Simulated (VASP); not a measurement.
Set up this calculation in VASP 6.6.1, as the native input.

```yaml
Task: single point
Functional: PBE
Potentials_or_basis: VASP PAW PBE potentials, release 64 (La)
Cutoff: 520 eV
k_mesh: 13 × 13 × 7
Occupations: fermi-dirac, width 0.1 eV
Spin: no spin polarisation
Dipole_correction: no
Further_INCAR_settings: ALGO = Normal; EDIFF = 1e-06; NBANDS = 18
```

The structure of La lies in POSCAR:

```
La
1.0
    3.4852555956      0.0000000001      0.0000000000
   -1.7426277978      3.0183198844      0.0000000000
    0.0000000000      0.0000000000      5.7613067648
La
2
Direct
    0.3333333333      0.6666666667      0.2500000000
    0.6666666667      0.3333333333      0.7500000000
```

One way to write it, as run:

INCAR

```
SYSTEM = La
ALGO = Normal ; EDIFF = 1E-6
ENCUT = 520 ; GGA = PE
ISIF = 2 ; ISMEAR = -1
LASPH = .True. ; LCHARG = .False.
LREAL = .False. ; LWAVE = .False.
NBANDS = 18 ; NELM = 100
PREC = Accurate ; SIGMA = 0.1
```

KPOINTS

```
k-points
0
Gamma
  13 13 7
  0 0 0
```

Potentials or basis: VASP PAW PBE potentials, release 64 (La).

Launch:

```sh
$ cat potpaw_PBE.64/La/POTCAR > POTCAR
$ mpirun -np 1 vasp_std > vasp.out
```

It gave:

```json
{
 "Pressure": "7.1 GPa",
 "Band gap on the k mesh": "zero (bands 11 and 12 overlap by 1.60 eV)"
}
```

Caveat: the cell stands under pressure; spin-orbit coupling is left out, which moves the levels of the heavy elements.

It took 95 s on 1 thread of Intel(R) Xeon(R) Platinum 8488C (Sapphire Rapids) (shared host), peak memory 0.25 GiB.
